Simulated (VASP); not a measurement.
# SiC (P1) in VASP: single point with r2SCAN

Aim: the single point of SiC with r2SCAN.

Everything below comes from runs of VASP 6.6.1. Logs are shortened: lines on timing, memory, paths and dates and some standing lists are left out, and cuts for length are marked.

**1. The cell of the first run**

The typed cell holds 12 atoms: a = 4.356 Å, b = 3.080 Å, c = 9.302 Å, α = 93.80°, β = 84.63°, γ = 90.00°.

**2. Single point, r2SCAN (the part above a cut slid along it)**

Input file POSCAR:

```
SiC
1.0
    4.3562899735      0.0000000000      0.0000000000
    0.0000000000      2.1781449867     -2.1781449867
    0.8712579947      6.0988059629      6.9700639575
Si C
6 6
Direct
   -0.0499966667      0.0499966667      0.2499833333
    0.4166700000      0.5833300000      0.4166500000
   -0.1166633333      0.1166633333      0.5833166667
    0.3500033333      0.6499966667      0.7499833333
   -0.1833300000      0.1833300000      0.9166500000
    0.4833366667      0.5166633333      0.0833166667
    0.6666700000      0.0833300000      0.4166500000
    0.1333366667      0.6166633333      0.5833166667
    0.6000033333      0.1499966667      0.7499833333
    0.0666700000      0.6833300000      0.9166500000
    0.7333366667      0.0166633333      0.0833166667
    0.2000033333      0.5499966667      0.2499833333
```

Input file INCAR.step1:

```
ALGO     = Normal         # electronic algorithm
EDIFF    = 1E-4           # SCF threshold, eV
ENCUT    = 520            # plane-wave cutoff, eV
GGA      = PE             # functional
ISMEAR   = 0              # smearing method
LASPH    = T              # aspherical terms in the spheres
LCHARG   = F              # write CHGCAR
LREAL    = F              # projectors in reciprocal space
LWAVE    = T              # write WAVECAR
NBANDS   = 36             # bands
NELM     = 60             # most SCF steps
PREC     = Accurate       # precision mode
SIGMA    = 0.05           # smearing width, eV
```

Input file INCAR.step2:

```
ALGO     = Normal         # electronic algorithm
EDIFF    = 1E-7           # SCF threshold, eV
ENCUT    = 520            # plane-wave cutoff, eV
ISIF     = 2              # what is computed and relaxed
ISMEAR   = 0              # smearing method
ISTART   = 1            
LASPH    = T              # aspherical terms in the spheres
LCHARG   = F              # write CHGCAR
LMIXTAU  = T            
LREAL    = F              # projectors in reciprocal space
LWAVE    = F              # write WAVECAR
METAGGA  = R2SCAN         # meta-GGA
NBANDS   = 36             # bands
NELM     = 60             # most SCF steps
PREC     = Accurate       # precision mode
SIGMA    = 0.05           # smearing width, eV
```

Input file KPOINTS:

```
k-points
0
Gamma
  6 9 3
```

Potentials or basis: VASP PAW PBE potentials, release 64 (Si, C).

Command:

```
$ cat potpaw_PBE.64/Si/POTCAR potpaw_PBE.64/C/POTCAR > POTCAR
$ cp INCAR.step1 INCAR
$ mpirun -np 1 vasp_std > vasp.out
$ cp INCAR.step2 INCAR
$ mpirun -np 1 vasp_std > vasp.out
```

OUTCAR:

```text
EDIFF = 1E-7
   ENCUT = 520
   ISIF = 2
   ISMEAR = 0
   ISTART = 1
   LASPH = T
   LREAL = F
   METAGGA = R2SCAN
   NELM = 60
   PREC = Accurate

 ion  position               nearest neighbor table
   1  0.950  0.050  0.250-  11 1.89  12 1.89  12 1.89   7 1.89   6 3.08   6 3.08   6 3.08   2 3.08
                             6 3.08   2 3.08   2 3.08   2 3.08   3 3.08
   2  0.417  0.583  0.417-   7 1.89   7 1.89   8 1.89  12 1.89   6 3.08   4 3.08   1 3.08   3 3.08
                             1 3.08   3 3.08   1 3.08   3 3.08   1 3.08   3 3.08
   3  0.883  0.117  0.583-   9 1.89   8 1.89   8 1.89   7 1.89   4 3.08   4 3.08   5 3.08   4 3.08
                             2 3.08   4 3.08   2 3.08   2 3.08   2 3.08   1 3.08
   4  0.350  0.650  0.750-   8 1.89   9 1.89   9 1.89  10 1.89   3 3.08   3 3.08   2 3.08   3 3.08
                             5 3.08   3 3.08   5 3.08   5 3.08   5 3.08
   5  0.817  0.183  0.917-  11 1.67  10 1.89  10 1.89   9 1.89   6 2.22   6 2.95   3 3.08   4 3.08
                             4 3.08   4 3.08   4 3.08
   6  0.483  0.517  0.083-  12 1.89  11 1.89  11 1.89   5 2.22  10 2.57   5 2.95   1 3.08   1 3.08
                             2 3.08   1 3.08   1 3.08
   7  0.667  0.083  0.417-   2 1.89   2 1.89   1 1.89   3 1.89
   8  0.133  0.617  0.583-   4 1.89   3 1.89   3 1.89   2 1.89
   9  0.600  0.150  0.750-   3 1.89   4 1.89   4 1.89   5 1.89
  10  0.067  0.683  0.917-   5 1.89   5 1.89   4 1.89   6 2.57
  11  0.733  0.017  0.083-   5 1.67   1 1.89   6 1.89   6 1.89
  12  0.200  0.550  0.250-   6 1.89   1 1.89   1 1.89   2 1.89

  LATTYP: Found a triclinic cell.
 ALAT       =     4.3562899735
 B/A-ratio  =     1.2247448714
 C/A-ratio  =     2.1354156504
 COS(alpha) =     0.0382359557
 COS(beta)  =     0.0936585812
 COS(gamma) =     0.8164965809

  Lattice vectors:

 A1 = (   4.3562899735,   0.0000000000,   0.0000000000)
 A2 = (   4.3562899735,   2.1781449867,  -2.1781449867)
 A3 = (   0.8712579947,   6.0988059629,   6.9700639575)

Analysis of symmetry for initial positions (statically):
=====================================================================
 Subroutine PRICEL returns:
 Original cell was already a primitive cell.

 Routine SETGRP: Setting up the symmetry group for a
 triclinic supercell.

 Subroutine GETGRP returns: Found  1 space group operations
 (whereof  1 operations were pure point group operations)
 out of a pool of  2 trial point group operations.

The static configuration has the point symmetry C_1 .

Analysis of symmetry for dynamics (positions and initial velocities):
=====================================================================
[... 138 lines left out ...]
   POTIM  = 0.5000    time-step for ionic-motion
   TEBEG  =    0.0;   TEEND  =   0.0 temperature during run
   PSTRESS=    0.0 pullay stress
   NELECT =      48.0000    total number of electrons
   NUPDOWN=      -1.0000    fix difference up-down
   EMIN   =  10.00;   EMAX   =-10.00  energy-range for DOS
   EFERMI =   0.00;   METHOD = LEGACY
   ISMEAR =     0;   SIGMA  =   0.05  broadening in eV -4-tet -1-fermi 0-gaus
   EFERMI_NEDOS =   21; number of points for ismear=-14 and -15
   IALGO  =     38    algorithm
   IMIX   =      4    mixing-type and parameters
     AMIX     =   0.40;   BMIX     =  1.00
     AMIX_MAG =   1.60;   BMIX_MAG =  1.00
  volume/ion in A,a.u.               =      10.33        69.74
  Fermi-wavevector in a.u.,A,eV,Ry     =   1.193094  2.254621 19.367534  1.423474
  Thomas-Fermi vector in A             =   2.329117
   LORBIT       =      0    0 simple, 1 ext, 2 COOP (PROOUT), +10 PAW based schemes
   METAGGA = R2SCAN    functional components
   LHFCALC =     F    Hartree Fock is set to
   AEXX    =    0.0000 exact exchange contribution
   IVDW    =     0    specifies the selected vdW correction
   LEPSILON=     F    determine dielectric tensor
   LRPA    =     F    only Hartree local field effects (RPA)
 non-spin polarized calculation
 Gauss-broadening in eV      SIGMA  =   0.05
  energy-cutoff  :      520.00
  volume of cell :      124.01
 maximum number of plane-waves:      3365
   NGX = 17   NGY = 11   NGZ = 35

 number of electron      47.9999999 magnetization

 Free energy of the ion-electron system (eV)
  ---------------------------------------------------
  ext. energy  EPLUGINS =         0.00000000
  ---------------------------------------------------
  free energy    TOTEN  =      -110.30104990 eV

  energy without entropy =     -110.29883839  energy(sigma->0) =     -110.29994414

 E-fermi :   9.1055     XC(G=0): -11.9674

 val. band max:        9.0939275088   @ k =   0.5000   0.0000   0.3333
 cond. band min:       9.1265056498   @ k =  -0.1667  -0.1111   0.3333
 fundamental gap:      0.0325781409
 Fermi energy:         9.1054529685

 k-point     1 :       0.0000    0.0000    0.0000
  band No.  band energies     occupation
      1      -8.5749      2.00000
      2      -7.2372      2.00000
      3      -6.7604      2.00000
      4      -4.0236      2.00000
      5      -3.4320      2.00000
      6      -2.7389      2.00000
[... 925 lines left out ...]
     35      16.2391      0.00000
     36      16.8892      0.00000

 [... further k-points ...]
[... 5 lines left out ...]
  --------------------------------------------------------------------------------------
  -------------------------------------------------------------------------------------
  Total        2.8460607     11.2686945      2.3279242     -9.3049432      4.5687304     -5.3611030
  in kB       36.7716514    145.5937017     30.0772288   -120.2216560     59.0288758    -69.2664828
  external PRESSURE =      70.8141940 kB  Pullay stress =       0.0000000 kB

 VOLUME and BASIS-vectors are now :
 -----------------------------------------------------------------------------
  energy-cutoff  :      520.00
  volume of cell :      124.01
      direct lattice vectors                 reciprocal lattice vectors
     4.356289974  0.000000000  0.000000000     0.229553130 -0.015303542 -0.015303542
     0.000000000  2.178144987 -2.178144987     0.000000000  0.244856672 -0.214249588
     0.871257995  6.098805963  6.970063957     0.000000000  0.076517710  0.076517710

 POSITION                                       TOTAL-FORCE (eV/Angst)
 -----------------------------------------------------------------------------------
      4.35629      1.63350      1.63350         0.147243      0.112454     -0.190276
      2.17814      3.81164      1.63350        -0.020811      0.103592      0.103399
      4.35629      3.81164      3.81164         0.294922      0.061916      0.140299
      2.17814      5.98979      3.81164        -0.120767      0.175628      0.357136
      4.35629      5.98979      5.98979         4.649988     -4.320315     -4.671006
      2.17814      1.63350     -0.54465        -3.431002      3.401565      0.407395
      3.26722      2.72257      2.72257        -0.100509     -0.121172     -0.120258
      1.08907      4.90072      2.72257        -0.024452     -0.196512     -0.248094
      3.26722      4.90072      4.90072        -0.231191     -0.254586      0.363501
      1.08907      7.07886      4.90072         2.361006     -2.935234     -0.279704
      3.26722      0.54443      0.54443        -3.194966      3.994695      4.300717
      1.08907      2.72257      0.54443        -0.329460     -0.022031     -0.163109
 -----------------------------------------------------------------------------------
    total drift:                                0.000012      0.000240     -0.000261

  FREE ENERGIE OF THE ION-ELECTRON SYSTEM (eV)
  ---------------------------------------------------
  free  energy   TOTEN  =      -110.3010498984 eV

  energy  without entropy=     -110.2988383851  energy(sigma->0) =     -110.29994414
```

It took 11 min on 1 thread of Intel Xeon Platinum 8488C (Sapphire Rapids), shared host; peak memory 0.39 GiB.

Results:

| Item | Value |
| --- | --- |
| Free energy | -110.3010 eV |
| Pressure | 7.1 GPa |
| Largest force | 7.881 eV/Å |
| Band gap on the k mesh | zero (bands 24 and 25 overlap by 1.05 eV) |

Forces in eV/Å, atoms in the order of the input:
```
Si   0.147  0.112 -0.190
Si  -0.021  0.104  0.103
Si   0.295  0.062  0.140
Si  -0.121  0.176  0.357
Si   4.650 -4.320 -4.671
Si  -3.431  3.402  0.407
C   -0.101 -0.121 -0.120
C   -0.024 -0.197 -0.248
C   -0.231 -0.255  0.364
C    2.361 -2.935 -0.280
C   -3.195  3.995  4.301
C   -0.329 -0.022 -0.163
```

Caveat: the cell differs from its parent crystal (the part above a cut slid along it); the stress differs along the axes, from 3 to 15 GPa; the PAW data sets were made with another functional, which shifts forces and pressure a little.

The gap in the log of VASP goes by the Fermi energy; the results here count the filled bands.